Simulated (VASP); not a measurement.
# InSb3 (R3m) in VASP: further runs

InSb3 is run at these levels: PBEsol+D3(BJ); tasks: single point.

Program: VASP 6.6.1. These are calculated values, not measurements. Logs are shortened: lines on timing, memory, paths and dates and some standing lists are left out, and cuts for length are marked.

## (1) The cell of the first run

Symmetry: R3m, No. 160, trigonal system. The conventional cell has a = 5.179 Å, b = 5.179 Å, c = 12.686 Å, α = 90.00°, β = 90.00°, γ = 120.00°. Within 4.2 Å of In (site symmetry 3m) lie 14 Sb at 3.17 to 3.84 Å. Within 3.8 Å of Sb (site symmetry 3m) lie 10 Sb at 2.87 to 3.66 Å and 4 In at 3.17 Å. Sb (site symmetry 3m) has 10 Sb at 3.08 to 3.66 Å and 4 In at 3.17 Å within 4.1 Å. Sb (site symmetry 3m) has 8 Sb at 2.87 to 3.47 Å and 6 In at 3.50 to 3.84 Å within 3.9 Å.

## (2) Single point, PBEsol+D3(BJ) (atom 4 (Sb) moved -0.300 Å along Cartesian [1 1 1])

INCAR

```
  PREC = Accurate
  ENCUT = 520
  EDIFF = 1E-6
  ISMEAR = 0
  SIGMA = 0.15
  LREAL = False
  LASPH = True
  NELM = 100
  ALGO = Normal
  ISIF = 2
  LWAVE = False
  LCHARG = True
  GGA = PS
  IVDW = 12
  LELF = True
  LVHAR = True
  NBANDS = 22
```

KPOINTS

```
regular mesh
0
Gamma
  12 12 12
```

POSCAR

```
InSb3
1.0
    0.0000000000      3.6620664019      3.6620664019
    3.6620664019      0.0000000000      3.6620664019
    3.6620664019      3.6620664019      0.0000000000
In Sb
1 3
Direct
    0.0000000000      0.0000000000      0.0000000000
    0.2500000000      0.2500000000      0.2500000000
    0.7500000000      0.7500000000      0.7500000000
    0.4763514555      0.4763514555      0.4763514555
```

Potentials or basis: VASP PAW PBE potentials, release 64 (In_d, Sb).

On the command line:

```
cat potpaw_PBE.64/In_d/POTCAR potpaw_PBE.64/Sb/POTCAR > POTCAR
mpirun -np 1 vasp_std > vasp.out
```

OUTCAR:

```text
PREC = Accurate
   ENCUT = 520
   EDIFF = 1E-6
   ISMEAR = 0
   LREAL = False
   LASPH = True
   NELM = 100
   ISIF = 2
   GGA = PS
   IVDW = 12
 IVDW          = 12

 ion  position               nearest neighbor table
   1  0.000  0.000  0.000-   3 3.17   3 3.17   3 3.17   2 3.17   2 3.17   2 3.17   3 3.17   2 3.17
                             4 3.50   4 3.50   4 3.50   4 3.84   4 3.84   4 3.84
   2  0.250  0.250  0.250-   4 2.87   1 3.17   1 3.17   1 3.17   1 3.17   4 3.28   4 3.28   4 3.28
                             3 3.66   3 3.66   3 3.66   3 3.66   3 3.66   3 3.66
   3  0.750  0.750  0.750-   4 3.08   4 3.08   4 3.08   1 3.17   1 3.17   1 3.17   1 3.17   4 3.47
                             2 3.66   2 3.66   2 3.66   2 3.66   2 3.66   2 3.66
   4  0.476  0.476  0.476-   2 2.87   3 3.08   3 3.08   3 3.08   2 3.28   2 3.28   2 3.28   3 3.47
                             1 3.50   1 3.50   1 3.50   1 3.84   1 3.84   1 3.84

  LATTYP: Found a face centered cubic cell.
 ALAT       =     7.3241328038

  Lattice vectors:

 A1 = (   0.0000000000,   3.6620664019,   3.6620664019)
 A2 = (   3.6620664019,   0.0000000000,   3.6620664019)
 A3 = (   3.6620664019,   3.6620664019,   0.0000000000)

Analysis of symmetry for initial positions (statically):
=====================================================================
 Subroutine PRICEL returns:
 Original cell was already a primitive cell.

 Routine SETGRP: Setting up the symmetry group for a
 face centered cubic supercell.

 Subroutine GETGRP returns: Found  6 space group operations
 (whereof  6 operations were pure point group operations)
 out of a pool of 48 trial point group operations.

The static configuration has the point symmetry C_3v.

Analysis of symmetry for dynamics (positions and initial velocities):
=====================================================================
 Subroutine PRICEL returns:
 Original cell was already a primitive cell.

 Routine SETGRP: Setting up the symmetry group for a
 face centered cubic supercell.

 Subroutine GETGRP returns: Found  6 space group operations
 (whereof  6 operations were pure point group operations)
 out of a pool of 48 trial point group operations.

The dynamic configuration has the point symmetry C_3v.

 Subroutine INISYM returns: Found  6 space group operations
 (whereof  6 operations are pure point group operations),
 and found     1 'primitive' translations

----------------------------------------------------------------------------------------

                                     Primitive cell

  volume of cell :      98.2220

[... 95 lines left out ...]
   NSW    =      0    number of steps for IOM
   IBRION =     -1    ionic relax: 0-MD 1-quasi-New 2-CG
   NFREE  =      0    steps in history (QN), initial steepest desc. (CG)
   ISIF   =      2    stress and relaxation
   ISYM   =      2    0-nonsym 1-usesym 2-fastsym
   POTIM  = 0.5000    time-step for ionic-motion
   TEBEG  =    0.0;   TEEND  =   0.0 temperature during run
   PSTRESS=    0.0 pullay stress
   NELECT =      28.0000    total number of electrons
   NUPDOWN=      -1.0000    fix difference up-down
   EMIN   =  10.00;   EMAX   =-10.00  energy-range for DOS
   EFERMI =   0.00;   METHOD = LEGACY
   ISMEAR =     0;   SIGMA  =   0.15  broadening in eV -4-tet -1-fermi 0-gaus
   EFERMI_NEDOS =   21; number of points for ismear=-14 and -15
   IALGO  =     38    algorithm
   IMIX   =      4    mixing-type and parameters
     AMIX     =   0.40;   BMIX     =  1.00
     AMIX_MAG =   1.60;   BMIX_MAG =  1.00
  volume/ion in A,a.u.               =      24.56       165.71
  Fermi-wavevector in a.u.,A,eV,Ry     =   1.077436  2.036058 15.794559  1.160867
  Thomas-Fermi vector in A             =   2.213347
   LORBIT       =      0    0 simple, 1 ext, 2 COOP (PROOUT), +10 PAW based schemes
   GGA     = PS    functional components
   LHFCALC =     F    Hartree Fock is set to
   AEXX    =    0.0000 exact exchange contribution
   IVDW    =    12    specifies the selected vdW correction
   LEPSILON=     F    determine dielectric tensor
   LRPA    =     F    only Hartree local field effects (RPA)
 non-spin polarized calculation
 Gauss-broadening in eV      SIGMA  =   0.15
  energy-cutoff  :      520.00
  volume of cell :       98.22
 maximum number of plane-waves:      2688
   NGX = 19   NGY = 19   NGZ = 19

 number of electron      28.0000004 magnetization

 Free energy of the ion-electron system (eV)
  ---------------------------------------------------
  ext. energy  EPLUGINS =         0.00000000
  ---------------------------------------------------
  free energy    TOTEN  =       -15.94356348 eV

  energy without entropy =      -15.92019250  energy(sigma->0) =      -15.93187799

 E-fermi :   9.0979     XC(G=0): -10.7181

 val. band max:        9.0943050956   @ k =   0.2500   0.2500  -0.1667
 cond. band min:       9.1047936876   @ k =  -0.1667   0.0833   0.0000
 fundamental gap:      0.0104885921
 Fermi energy:         9.0978900943

 k-point     1 :       0.0000    0.0000    0.0000
  band No.  band energies     occupation
      1      -5.3436      2.00000
      2      -5.3433      2.00000
      3      -5.3433      2.00000
      4      -5.2979      2.00000
      5      -5.2979      2.00000
      6      -3.9363      2.00000
[... 589 lines left out ...]
     21      14.5663      0.00000
     22      15.8320      0.00000

 [... further k-points ...]

------------------------ aborting loop because EDIFF is reached ----------------------------------------

 Edisp (eV)   -2.04596

 E8    (eV) :    -1.4217

  FORCE on cell =-STRESS in cart. coord.  units (eV):
  Direction    XX          YY          ZZ          XY          YZ          ZX
  --------------------------------------------------------------------------------------
  -------------------------------------------------------------------------------------
  Total       0.98372     0.98372     0.98372     0.35400     0.35400     0.35400
  in kB      16.04623    16.04623    16.04623     5.77435     5.77435     5.77435
  external pressure =       16.05 kB  Pullay stress =        0.00 kB

 VOLUME and BASIS-vectors are now :
 -----------------------------------------------------------------------------
  energy-cutoff  :      520.00
  volume of cell :       98.22
      direct lattice vectors                 reciprocal lattice vectors
     0.000000000  3.662066402  3.662066402    -0.136534936  0.136534936  0.136534936
     3.662066402  0.000000000  3.662066402     0.136534936 -0.136534936  0.136534936
     3.662066402  3.662066402  0.000000000     0.136534936  0.136534936 -0.136534936

 POSITION                                       TOTAL-FORCE (eV/Angst)
 -----------------------------------------------------------------------------------
      0.00000      0.00000      0.00000        -0.211417     -0.211417     -0.211417
      1.83103      1.83103      1.83103        -0.361399     -0.361399     -0.361399
      5.49310      5.49310      5.49310        -0.065295     -0.065295     -0.065295
      3.48886      3.48886      3.48886         0.638110      0.638110      0.638110
 -----------------------------------------------------------------------------------
    total drift:                                0.000198      0.000198      0.000198

  FREE ENERGIE OF THE ION-ELECTRON SYSTEM (eV)
  ---------------------------------------------------
  free  energy   TOTEN  =       -17.9895263458 eV

  energy  without entropy=      -17.9661553724  energy(sigma->0) =      -17.97784086
```

stdout:

```text
POSCAR found type information on POSCAR InSb
 POSCAR found :  2 types and       4 ions
 scaLAPACK will be used
 -----------------------------------------------------------------------------
|                                                                             |
|                                                                             |
|     You enforced a specific xc type in the INCAR file but a different       |
|     I HOPE YOU KNOW WHAT YOU ARE DOING!                                     |
|                                                                             |
 -----------------------------------------------------------------------------

 LDA part: xc-table for (Slater+PW92), standard interpolation
 POSCAR, INCAR and KPOINTS ok, starting setup
 FFT: planning ... GRIDC
 FFT: planning ... GRID_SOFT
 FFT: planning ... GRID
 WAVECAR not read
 entering main loop
```

Wall time 3.9 min (1 thread of Intel Xeon Platinum 8375C at 2.90GHz (Ice Lake), shared host); peak memory 0.53 GiB.

Results:

| Quantity | Value |
| --- | --- |
| Free energy | -17.9895 eV |
| Pressure | 1.6 GPa |
| Largest force | 1.105 eV/Å |
| Band gap on the k mesh | zero (bands 14 and 15 overlap by 3.01 eV) |
| Dispersion energy per atom | -0.511 eV |

Forces on the atoms (eV/Å):
```
In  -0.211 -0.211 -0.211
Sb  -0.361 -0.361 -0.361
Sb  -0.065 -0.065 -0.065
Sb   0.638  0.638  0.638
```

Caveat: the cell differs from its parent crystal (atom 4 (Sb) moved -0.300 Å along Cartesian [1 1 1]); the PAW data sets were made with another functional, which shifts forces and pressure a little; spin-orbit coupling is left out, which moves the levels of the heavy elements.

## (3) Single point, PBEsol+D3(BJ) (atom 4 (Sb) moved +0.200 Å along Cartesian [1 1 1])

INCAR

```
SYSTEM = InSb3
ALGO = Normal ; EDIFF = 1E-7
ENCUT = 520 ; GGA = PS
ISIF = 2 ; ISMEAR = 0
IVDW = 12 ; LASPH = .TRUE.
LCHARG = .FALSE. ; LREAL = .FALSE.
LWAVE = .FALSE. ; NBANDS = 22
NELM = 80 ; PREC = Accurate
SIGMA = 0.15
```

KPOINTS

```
k-points
0
G
  12 12 12
  0 0 0
```

POSCAR: that of step 2 with these lines changed.

```diff
@@ -11,2 +11,2 @@
     0.7500000000      0.7500000000      0.7500000000
-    0.4763514555      0.4763514555      0.4763514555
+    0.5157656964      0.5157656964      0.5157656964
```

Potentials or basis: VASP PAW PBE potentials, release 64 (In_d, Sb).

On the command line:

```
cat potpaw_PBE.64/In_d/POTCAR potpaw_PBE.64/Sb/POTCAR > POTCAR
mpirun -np 1 vasp_std > vasp.out
```

Run time: 4.5 min. Hardware: 1 thread of Intel Xeon Platinum 8375C at 2.90GHz (Ice Lake), shared host; peak memory 0.53 GiB.

It converged, with:

```yaml
Free_energy: -18.0769 eV
Pressure: 0.9 GPa
Largest_force: 0.665 eV/Å
Band_gap_on_the_k_mesh: zero (bands 14 and 15 overlap by 3.16 eV)
Dispersion_energy_per_atom: -0.511 eV
```

Forces on the atoms (eV/Å):
```
In   0.144  0.144  0.144
Sb   0.059  0.059  0.059
Sb   0.182  0.182  0.182
Sb  -0.384 -0.384 -0.384
```

Stress tensor (GPa, compression positive):
```
0.88 0.23 0.23
0.23 0.88 0.23
0.23 0.23 0.88
```

Levels at points of the mesh, in eV from the Fermi level:
```tsv
k point	band 10	band 11	band 12	band 13	band 14	band 15	band 16	band 17	band 18	band 19
(0.00, 0.00, 0.00)	-2.95	-2.95	-2.35	-2.35	-2.05	-1.85	-0.82	-0.82	-0.79	3.42
(0.50, 0.00, 0.00)	-3.83	-3.83	-2.82	-2.80	0.04	0.26	2.19	2.24	3.04	3.18
(0.50, 0.50, 0.50)	-3.76	-3.76	-2.91	-2.91	-0.08	0.35	2.16	2.16	3.26	3.26
(0.50, 0.50, 0.00)	-5.62	-5.53	0.63	1.10	1.24	1.73	2.10	2.15	2.21	4.57
```

Caveat: the cell differs from its parent crystal (atom 4 (Sb) moved +0.200 Å along Cartesian [1 1 1]); the PAW data sets were made with another functional, which shifts forces and pressure a little; spin-orbit coupling is left out, which moves the levels of the heavy elements.

## (4) Single point, PBEsol+D3(BJ) (atom 4 (Sb) moved +0.250 Å along Cartesian [1 1 1])

INCAR

```
SYSTEM = InSb3
PREC = Accurate
ENCUT = 520
EDIFF = 1E-7
ISMEAR = 0
SIGMA = 0.15
LREAL = .False.
LASPH = .True.
NELM = 80
ALGO = Normal
ISIF = 2
LWAVE = .False.
LCHARG = .False.
GGA = PS
IVDW = 12
NBANDS = 22
```

KPOINTS

```
Automatic mesh
0
Gamma
  12 12 12
  0 0 0
```

POSCAR: that of step 3 with these lines changed.

```diff
@@ -11,2 +11,2 @@
     0.7500000000      0.7500000000      0.7500000000
-    0.5157656964      0.5157656964      0.5157656964
+    0.5197071204      0.5197071204      0.5197071204
```

Potentials or basis: VASP PAW PBE potentials, release 64 (In_d, Sb).

On the command line:

```
cat potpaw_PBE.64/In_d/POTCAR potpaw_PBE.64/Sb/POTCAR > POTCAR
mpirun -np 1 vasp_std > vasp.out
```

OUTCAR:

```text
SYSTEM = InSb3
   PREC = Accurate
   ENCUT = 520
   EDIFF = 1E-7
   ISMEAR = 0
   LREAL = .False.
   LASPH = .True.
   NELM = 80
   ISIF = 2
   GGA = PS
   IVDW = 12
 IVDW          = 12

 ion  position               nearest neighbor table
   1  0.000  0.000  0.000-   3 3.17   3 3.17   3 3.17   2 3.17   2 3.17   2 3.17   3 3.17   2 3.17
                             4 3.52   4 3.52   4 3.52   4 3.81   4 3.81   4 3.81
   2  0.250  0.250  0.250-   4 3.10   4 3.10   4 3.10   1 3.17   1 3.17   1 3.17   1 3.17   4 3.42
                             3 3.66   3 3.66   3 3.66   3 3.66   3 3.66   3 3.66
[... 810 lines left out ...]
  -------------------------------------------------------------------------------------
  Total       0.73963     0.73963     0.73963     0.23181     0.23181     0.23181
  in kB      12.06472    12.06472    12.06472     3.78122     3.78122     3.78122
  external pressure =       12.06 kB  Pullay stress =        0.00 kB

 VOLUME and BASIS-vectors are now :
 -----------------------------------------------------------------------------
  energy-cutoff  :      520.00
  volume of cell :       98.22
      direct lattice vectors                 reciprocal lattice vectors
     0.000000000  3.662066402  3.662066402    -0.136534936  0.136534936  0.136534936
     3.662066402  0.000000000  3.662066402     0.136534936 -0.136534936  0.136534936
     3.662066402  3.662066402  0.000000000     0.136534936  0.136534936 -0.136534936

 POSITION                                       TOTAL-FORCE (eV/Angst)
 -----------------------------------------------------------------------------------
      0.00000      0.00000      0.00000         0.177742      0.177742      0.177742
      1.83103      1.83103      1.83103         0.063593      0.063593      0.063593
      5.49310      5.49310      5.49310         0.261088      0.261088      0.261088
      3.80640      3.80640      3.80640        -0.502423     -0.502423     -0.502423
 -----------------------------------------------------------------------------------
    total drift:                               -0.000229     -0.000229     -0.000229

  FREE ENERGIE OF THE ION-ELECTRON SYSTEM (eV)
  ---------------------------------------------------
  free  energy   TOTEN  =       -18.0387180067 eV

  energy  without entropy=      -18.0156070776  energy(sigma->0) =      -18.02716254
```

Wall time 4.5 min (1 thread of Intel Xeon Platinum 8375C at 2.90GHz (Ice Lake), shared host); peak memory 0.53 GiB.

Results:

* Free energy: -18.0387 eV
* Pressure: 1.2 GPa
* Largest force: 0.870 eV/Å
* Band gap on the k mesh: zero (bands 14 and 15 overlap by 3.11 eV)
* Dispersion energy per atom: -0.511 eV

Forces in eV/Å, atoms in the order of the input:
```
In   0.178  0.178  0.178
Sb   0.064  0.064  0.064
Sb   0.261  0.261  0.261
Sb  -0.502 -0.502 -0.502
```

Stress tensor (GPa, compression positive):
```
1.21 0.38 0.38
0.38 1.21 0.38
0.38 0.38 1.21
```

Caveat: the cell differs from its parent crystal (atom 4 (Sb) moved +0.250 Å along Cartesian [1 1 1]); the PAW data sets were made with another functional, which shifts forces and pressure a little; spin-orbit coupling is left out, which moves the levels of the heavy elements.

## (5) The runs side by side

```csv
cell,gap on the mesh (eV),pressure (GPa),largest force (eV/Å)
"as given, atomic positions A",none,1.6,1.11
"as given, atomic positions B",none,0.9,0.66
"as given, atomic positions C",none,1.2,0.87
```

Alike in all rows: task single point; level PBEsol+D3(BJ); potentials or basis VASP PAW PBE potentials, release 64 (In_d, Sb); no spin polarisation; k mesh 12 × 12 × 12; cutoff (eV) 520; smearing gaussian 0.15 eV.

Caveats: the PAW data sets were made with another functional, which shifts forces and pressure a little; spin-orbit coupling is left out, which moves the levels of the heavy elements.

Total energies depend on the potentials used, so only differences within one code and one set of settings carry meaning.
